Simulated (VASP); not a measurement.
Input of a VASP 6.6.1 run:

Contents of INCAR:

```
SYSTEM = Cd2Se5
ALGO = Normal
EDIFF = 1E-6
ENCUT = 500
GGA = PE
GGA_COMPAT = .FALSE.
ISIF = 2
ISMEAR = 0
LASPH = .TRUE.
LCHARG = .TRUE.
LELF = .TRUE.
LREAL = .FALSE.
LVHAR = .TRUE.
LWAVE = .FALSE.
NBANDS = 36
NELM = 120
PREC = Accurate
SIGMA = 0.2
```

Contents of KPOINTS:

```
k-points
0
G
  3 3 3
  0 0 0
```

Contents of POSCAR:

```
Cd2Se5
1.0
    7.1985107966      0.0000000000      0.0000000000
   -3.5992553983      6.2340932193      0.0000000000
    0.0000000000      0.0000000000      5.0539618032
Cd Se
2 5
Direct
    0.3333333333      0.6666666667      0.0000000000
    0.6666666667      0.3333333333      0.0000000000
    0.3333333333      0.6666666667      0.5000000000
    0.6666666667      0.3333333333      0.5000000000
    0.2011597607      0.0000000000      0.0000000000
    0.0000000000      0.2011597607      0.0000000000
    0.7988402393      0.7988402393      0.0000000000
```

Potentials or basis: VASP PAW PBE potentials, release 64 (Cd, Se).

The run is started by

```bash
$ cat potpaw_PBE.64/Cd/POTCAR potpaw_PBE.64/Se/POTCAR > POTCAR
$ mpirun -np 1 vasp_std > vasp.out
```

(1) Predict the band gap on the k mesh.

(2) Predict the pressure.

Results:

(1) zero (band 27 reaches 0.73 eV, above the bottom of band 28 at 0.17 eV).

(2) 0.2 GPa.

Caveat: the k points lie up to 0.41 Å⁻¹ apart.
